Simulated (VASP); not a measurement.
# MgCd3Te4 (P3m1) in VASP: relaxation of cell and atoms with PBE

Aim: the relaxation of cell and atoms of MgCd3Te4 with PBE.

Everything below comes from runs of VASP 6.6.1. Logs are shortened: lines on timing, memory, paths and dates and some standing lists are left out, and cuts for length are marked.

## Step 1: The cell of the first run

It takes space group P3m1 (No. 156, trigonal). The conventional cell has a = 4.652 Å, b = 4.652 Å, c = 15.213 Å, α = 90.00°, β = 90.00°, γ = 120.00°. Mg (site symmetry 3m) has 4 Te at 2.82 Å within 3.7 Å. Cd (site symmetry 3m) has 4 Te at 2.86 Å within 3.8 Å. Cd (site symmetry 3m) has 4 Te at 2.86 Å within 3.8 Å. Cd (site symmetry 3m) has 4 Te at 2.86 Å within 3.8 Å. Te (site symmetry 3m) has 4 Cd at 2.86 Å within 3.8 Å. Te (site symmetry 3m) has 1 Mg at 2.82 Å and 3 Cd at 2.86 Å within 3.7 Å. Te (site symmetry 3m) has 3 Mg at 2.82 Å and 1 Cd at 2.86 Å within 3.7 Å. Within 3.8 Å of Te (site symmetry 3m) lie 4 Cd at 2.86 Å.

## Step 2: Relaxation of cell and atoms, PBE

File INCAR:

```
PREC     = Accurate       # precision mode
ENCUT    = 600            # plane-wave cutoff, eV
EDIFF    = 1E-6           # SCF threshold, eV
ISMEAR   = 0              # smearing method
SIGMA    = 0.02           # smearing width, eV
LREAL    = False          # projectors in reciprocal space
LASPH    = True           # aspherical terms in the spheres
NELM     = 80             # most SCF steps
ALGO     = Normal         # electronic algorithm
ISIF     = 3              # what is computed and relaxed
LWAVE    = False          # write WAVECAR
LCHARG   = False          # write CHGCAR
GGA      = PE             # functional
IBRION   = 2              # ionic algorithm
NSW      = 100            # ionic steps
EDIFFG   = -0.01          # ionic threshold
```

File KPOINTS:

```
Automatic mesh
0
Gamma
  6 6 2
```

File POSCAR:

```
MgCd3Te4
1.0
    4.6519491575      0.0000000000      0.0000000000
   -2.3259745788      4.0287061475      0.0000000000
    0.0000000000      0.0000000000     15.2133985396
Mg Cd Te
1 3 4
Direct
    0.3333333333      0.6666666667      0.4971574064
    0.3333333333      0.6666666667      0.9990350903
    0.6666666667      0.3333333333      0.2514981028
    0.6666666667      0.3333333333      0.7472366048
    0.3333333333      0.6666666667      0.1872663526
    0.3333333333      0.6666666667      0.6827531753
    0.6666666667      0.3333333333      0.4397990995
    0.6666666667      0.3333333333      0.9352542083
```

Potentials or basis: VASP PAW PBE potentials, release 64 (Mg, Cd, Te).

Command:

```console
$ cat potpaw_PBE.64/Mg/POTCAR potpaw_PBE.64/Cd/POTCAR potpaw_PBE.64/Te/POTCAR > POTCAR
$ mpirun -np 1 vasp_std > vasp.out
```

OUTCAR:

```text
PREC = Accurate
   ENCUT = 600
   EDIFF = 1E-6
   ISMEAR = 0
   LREAL = False
   LASPH = True
   NELM = 80
   ISIF = 3
   GGA = PE
   IBRION = 2
   NSW = 100
   EDIFFG = -0.01

 ion  position               nearest neighbor table
   1  0.333  0.667  0.497-   6 2.82   7 2.82   7 2.82   7 2.82
   2  0.333  0.667  0.999-   8 2.86   8 2.86   8 2.86   5 2.86
   3  0.667  0.333  0.251-   5 2.86   5 2.86   5 2.86   7 2.86
   4  0.667  0.333  0.747-   6 2.86   6 2.86   6 2.86   8 2.86
   5  0.333  0.667  0.187-   3 2.86   3 2.86   3 2.86   2 2.86
   6  0.333  0.667  0.683-   1 2.82   4 2.86   4 2.86   4 2.86
   7  0.667  0.333  0.440-   1 2.82   1 2.82   1 2.82   3 2.86
   8  0.667  0.333  0.935-   2 2.86   2 2.86   2 2.86   4 2.86

  LATTYP: Found a hexagonal cell.
 ALAT       =     4.6519491575
 C/A-ratio  =     3.2703277754

  Lattice vectors:

 A1 = (   4.6519491575,   0.0000000000,   0.0000000000)
 A2 = (  -2.3259745788,   4.0287061475,   0.0000000000)
 A3 = (   0.0000000000,   0.0000000000,  15.2133985396)

Analysis of symmetry for initial positions (statically):
=====================================================================
 Subroutine PRICEL returns:
 Original cell was already a primitive cell.

 Routine SETGRP: Setting up the symmetry group for a
 hexagonal supercell.

 Subroutine GETGRP returns: Found  6 space group operations
 (whereof  6 operations were pure point group operations)
 out of a pool of 24 trial point group operations.

The static configuration has the point symmetry C_3v.

Analysis of symmetry for dynamics (positions and initial velocities):
=====================================================================
 Subroutine PRICEL returns:
 Original cell was already a primitive cell.

 Routine SETGRP: Setting up the symmetry group for a
 hexagonal supercell.

 Subroutine GETGRP returns: Found  6 space group operations
 (whereof  6 operations were pure point group operations)
 out of a pool of 24 trial point group operations.

The dynamic configuration has the point symmetry C_3v.

 Subroutine INISYM returns: Found  6 space group operations
 (whereof  6 operations are pure point group operations),
 and found     1 'primitive' translations

----------------------------------------------------------------------------------------

                                     Primitive cell

  volume of cell :     285.1194

  direct lattice vectors                    reciprocal lattice vectors
     4.651949157  0.000000000  0.000000000     0.214963656  0.124109325  0.000000000
    -2.325974579  4.028706148  0.000000000     0.000000000  0.248218650  0.000000000
     0.000000000  0.000000000 15.213398540     0.000000000  0.000000000  0.065731532

  length of vectors
     4.651949157  4.651949158 15.213398540     0.248218650  0.248218650  0.065731532

  position of ions in fractional coordinates (direct lattice)
     0.333333333  0.666666667  0.497157406
     0.333333333  0.666666667  0.999035090
     0.666666667  0.333333333  0.251498103
     0.666666667  0.333333333  0.747236605
     0.333333333  0.666666667  0.187266353
     0.333333333  0.666666667  0.682753175
     0.666666667  0.333333333  0.439799100
     0.666666667  0.333333333  0.935254208

  ion indices of the primitive-cell ions
   primitive index   ion index
                 1           1
                 2           2
                 3           3
                 4           4
                 5           5
                 6           6
                 7           7
                 8           8

----------------------------------------------------------------------------------------

 KPOINTS: Automatic mesh

Automatic generation of k-mesh.
 Grid dimensions read from file:
 generate k-points for:    6    6    2

 Generating k-lattice:

  Cartesian coordinates                     Fractional coordinates (reciprocal lattice)
     0.035827276  0.020684887  0.000000000     0.166666667  0.000000000  0.000000000
     0.000000000  0.041369775  0.000000000     0.000000000  0.166666667  0.000000000
[... 42 lines left out ...]
   LNONCOLLINEAR =      F non collinear calculations
   LSORBIT =      F    spin-orbit coupling
   LASPH  =      T    aspherical Exc in radial PAW
   ENCUT  =  600.0 eV  44.10 Ry    6.64 a.u.   9.29  9.29 30.38*2*pi/ulx,y,z
   NELM   =     80;   NELMIN=  2; NELMDL= -5     # of ELM steps
   EDIFF  = 0.1E-05   stopping-criterion for ELM
   LREAL  =      F    real-space projection
   EDIFFG = -.1E-01   stopping-criterion for IOM
   NSW    =    100    number of steps for IOM
   IBRION =      2    ionic relax: 0-MD 1-quasi-New 2-CG
   NFREE  =      1    steps in history (QN), initial steepest desc. (CG)
   ISIF   =      3    stress and relaxation
   ISYM   =      2    0-nonsym 1-usesym 2-fastsym
   POTIM  = 0.5000    time-step for ionic-motion
   TEBEG  =    0.0;   TEEND  =   0.0 temperature during run
   PSTRESS=    0.0 pullay stress
   NELECT =      62.0000    total number of electrons
   NUPDOWN=      -1.0000    fix difference up-down
   EMIN   =  10.00;   EMAX   =-10.00  energy-range for DOS
   EFERMI =   0.00;   METHOD = LEGACY
   ISMEAR =     0;   SIGMA  =   0.02  broadening in eV -4-tet -1-fermi 0-gaus
   EFERMI_NEDOS =   21; number of points for ismear=-14 and -15
   IALGO  =     38    algorithm
   IMIX   =      4    mixing-type and parameters
     AMIX     =   0.40;   BMIX     =  1.00
     AMIX_MAG =   1.60;   BMIX_MAG =  1.00
  volume/ion in A,a.u.               =      35.64       240.51
  Fermi-wavevector in a.u.,A,eV,Ry     =   0.984456  1.860353 13.186145  0.969154
  Thomas-Fermi vector in A             =   2.115690
   LORBIT       =      0    0 simple, 1 ext, 2 COOP (PROOUT), +10 PAW based schemes
   GGA     = PE    functional components
   LHFCALC =     F    Hartree Fock is set to
   AEXX    =    0.0000 exact exchange contribution
   IVDW    =     0    specifies the selected vdW correction
   LEPSILON=     F    determine dielectric tensor
   LRPA    =     F    only Hartree local field effects (RPA)
 conjugate gradient relaxation of ions
 non-spin polarized calculation
 Gauss-broadening in eV      SIGMA  =   0.02
  energy-cutoff  :      600.00
  volume of cell :      285.12
 maximum number of plane-waves:      9540
 NGX is ok and might be reduce to    40
   NGX = 19   NGY = 19   NGZ = 61

--------------------------------------- Ionic step        1  -------------------------------------------

 number of electron      61.9999997 magnetization

 Free energy of the ion-electron system (eV)
  ---------------------------------------------------
  ext. energy  EPLUGINS =         0.00000000
  ---------------------------------------------------
  free energy    TOTEN  =       -20.79782985 eV

  energy without entropy =      -20.79782985  energy(sigma->0) =      -20.79782985

------------------------ aborting loop because EDIFF is reached ----------------------------------------

  FORCE on cell =-STRESS in cart. coord.  units (eV):
  Direction    XX          YY          ZZ          XY          YZ          ZX
  --------------------------------------------------------------------------------------
  -------------------------------------------------------------------------------------
  Total        0.4121675      0.4121675      0.4343142     -0.0000000      0.0000000      0.0000000
  in kB        2.3161011      2.3161011      2.4405504     -0.0000000      0.0000000      0.0000000
  external PRESSURE =       2.3575842 kB  Pullay stress =       0.0000000 kB

 VOLUME and BASIS-vectors are now :
 -----------------------------------------------------------------------------
  energy-cutoff  :      600.00
  volume of cell :      285.12
      direct lattice vectors                 reciprocal lattice vectors
     4.651949157  0.000000000  0.000000000     0.214963656  0.124109325  0.000000000
    -2.325974579  4.028706148  0.000000000     0.000000000  0.248218650  0.000000000
     0.000000000  0.000000000 15.213398540     0.000000000  0.000000000  0.065731532

 POSITION                                       TOTAL-FORCE (eV/Angst)
 -----------------------------------------------------------------------------------
     -0.00000      2.68580      7.56345        -0.000000     -0.000000      0.010863
     -0.00000      2.68580     15.19872        -0.000000     -0.000000     -0.009440
      2.32597      1.34290      3.82614        -0.000000     -0.000000     -0.002046
      2.32597      1.34290     11.36801        -0.000000      0.000000     -0.012848
     -0.00000      2.68580      2.84896         0.000000      0.000000      0.009678
     -0.00000      2.68580     10.38700         0.000000     -0.000000     -0.012167
      2.32597      1.34290      6.69084         0.000000     -0.000000      0.003314
      2.32597      1.34290     14.22840        -0.000000     -0.000000      0.012645
 -----------------------------------------------------------------------------------
    total drift:                                0.000000     -0.000000      0.003059

  FREE ENERGIE OF THE ION-ELECTRON SYSTEM (eV)
  ---------------------------------------------------
  free  energy   TOTEN  =       -20.7978298468 eV

  energy  without entropy=      -20.7978298468  energy(sigma->0) =      -20.79782985

--------------------------------------- Ionic step        2  -------------------------------------------

 number of electron      61.9999998 magnetization

 Free energy of the ion-electron system (eV)
  ---------------------------------------------------
  ext. energy  EPLUGINS =         0.00000000
  ---------------------------------------------------
  free energy    TOTEN  =       -20.79917848 eV

  energy without entropy =      -20.79917848  energy(sigma->0) =      -20.79917848

 E-fermi :   1.9492     XC(G=0):  -8.1593

 val. band max:        1.8426309608   @ k =   0.0000   0.0000   0.0000
 cond. band min:       2.7353121696   @ k =   0.0000   0.0000   0.0000
 fundamental gap:      0.8926812087
 Fermi energy:         1.9492047239

 k-point     1 :       0.0000    0.0000    0.0000
  band No.  band energies     occupation
      1      -8.9071      2.00000
      2      -8.7293      2.00000
      3      -8.6938      2.00000
      4      -8.4413      2.00000
      5      -6.1895      2.00000
      6      -6.1895      2.00000
[... 549 lines left out ...]
     36       5.8428      0.00000
     37       6.0574      0.00000

------------------------ aborting loop because EDIFF is reached ----------------------------------------

  FORCE on cell =-STRESS in cart. coord.  units (eV):
  Direction    XX          YY          ZZ          XY          YZ          ZX
  --------------------------------------------------------------------------------------
  -------------------------------------------------------------------------------------
  Total       -0.0455982     -0.0455982     -0.0540816      0.0000000     -0.0000000      0.0000000
  in kB       -0.2542961     -0.2542961     -0.3016069      0.0000000     -0.0000000      0.0000000
  external PRESSURE =      -0.2700664 kB  Pullay stress =       0.0000000 kB

 VOLUME and BASIS-vectors are now :
 -----------------------------------------------------------------------------
  energy-cutoff  :      600.00
  volume of cell :      287.29
      direct lattice vectors                 reciprocal lattice vectors
     4.663511608 -0.000000000  0.000000000     0.214430687  0.123801615 -0.000000000
    -2.331755804  4.038719523 -0.000000000     0.000000000  0.247603230 -0.000000000
     0.000000000  0.000000000 15.253243321    -0.000000000 -0.000000000  0.065559827

 POSITION                                       TOTAL-FORCE (eV/Angst)
 -----------------------------------------------------------------------------------
     -0.00000      2.69248      7.58379         0.000000      0.000000      0.008075
     -0.00000      2.69248     15.23807        -0.000000     -0.000000     -0.004850
      2.33176      1.34624      3.83606         0.000000     -0.000000     -0.000478
      2.33176      1.34624     11.39716        -0.000000      0.000000     -0.008998
     -0.00000      2.69248      2.85689         0.000000     -0.000000      0.006277
     -0.00000      2.69248     10.41361        -0.000000     -0.000000     -0.003730
      2.33176      1.34624      6.70852        -0.000000     -0.000000     -0.002269
      2.33176      1.34624     14.26627         0.000000     -0.000000      0.005975
 -----------------------------------------------------------------------------------
    total drift:                                0.000000     -0.000000     -0.000492

  FREE ENERGIE OF THE ION-ELECTRON SYSTEM (eV)
  ---------------------------------------------------
  free  energy   TOTEN  =       -20.7991784791 eV

  energy  without entropy=      -20.7991784791  energy(sigma->0) =      -20.79917848

 reached required accuracy - stopping structural energy minimisation
```

Run time: 4.6 min. Hardware: 1 thread of Intel Xeon Platinum 8559C (Emerald Rapids), shared host; peak memory 0.59 GiB.

What came out:

```yaml
Free_energy: -20.7992 eV
Relaxed_volume: 35.91 Å³/atom
Relaxed_cell: a = 4.664 Å, b = 4.664 Å, c = 15.253 Å, α = 90.00°, β = 90.00°, γ = 120.00°
Space_group_after_relaxing_to_0.05_Å: P3m1 (No. 156)
Energy_gained_by_relaxing: 0.2 meV/atom
Ionic_steps: 2
Pressure_after_relaxing: 0.0 GPa
Largest_force_after_relaxing: 0.009 eV/Å
Band_gap_on_the_k_mesh: 0.89 eV, direct
```

Forces on the atoms (eV/Å):
```
Mg   0.000  0.000  0.008
Cd   0.000  0.000 -0.005
Cd   0.000  0.000  0.000
Cd   0.000  0.000 -0.009
Te   0.000  0.000  0.006
Te   0.000  0.000 -0.004
Te   0.000  0.000 -0.002
Te   0.000  0.000  0.006
```

The path:
```csv
step,energy change (eV),largest force (eV/Å),pressure (GPa),volume (Å³)
1,0.0000,0.0128,0.24,285.12
2,-0.0013,0.0090,-0.03,287.29
```

Final structure:
```yaml
crystal:
  lattice:
    - [4.66351, 0.00000, 0.00000]
    - [-2.33176, 4.03872, 0.00000]
    - [0.00000, 0.00000, 15.25324]
  atoms:
    - { symbol: Mg, position: [0.33333, 0.66667, 0.49719] }
    - { symbol: Cd, position: [0.33333, 0.66667, 0.99901] }
    - { symbol: Cd, position: [0.66667, 0.33333, 0.25149] }
    - { symbol: Cd, position: [0.66667, 0.33333, 0.74720] }
    - { symbol: Te, position: [0.33333, 0.66667, 0.18730] }
    - { symbol: Te, position: [0.33333, 0.66667, 0.68271] }
    - { symbol: Te, position: [0.66667, 0.33333, 0.43981] }
    - { symbol: Te, position: [0.66667, 0.33333, 0.93529] }
```

Levels at points of the mesh, in eV from the valence-band top:
| k point | band 28 | band 29 | band 30 | band 31 | band 32 | band 33 | band 34 | band 35 |
| --- | --- | --- | --- | --- | --- | --- | --- | --- |
| (0.00, 0.00, 0.00) | -0.30 | -0.12 | 0.00 | 0.00 | 0.89 | 1.77 | 2.04 | 2.56 |
| (0.50, 0.00, 0.00) | -1.23 | -1.18 | -1.15 | -0.68 | 2.25 | 2.41 | 2.55 | 3.00 |
| (0.00, 0.00, 0.50) | -0.21 | -0.21 | -0.04 | -0.04 | 1.61 | 1.74 | 1.83 | 2.49 |
| (0.50, 0.00, 0.50) | -1.11 | -1.00 | -0.90 | -0.79 | 2.15 | 2.38 | 2.60 | 2.87 |

Caveat: spin-orbit coupling is left out, which moves the levels of the heavy elements.
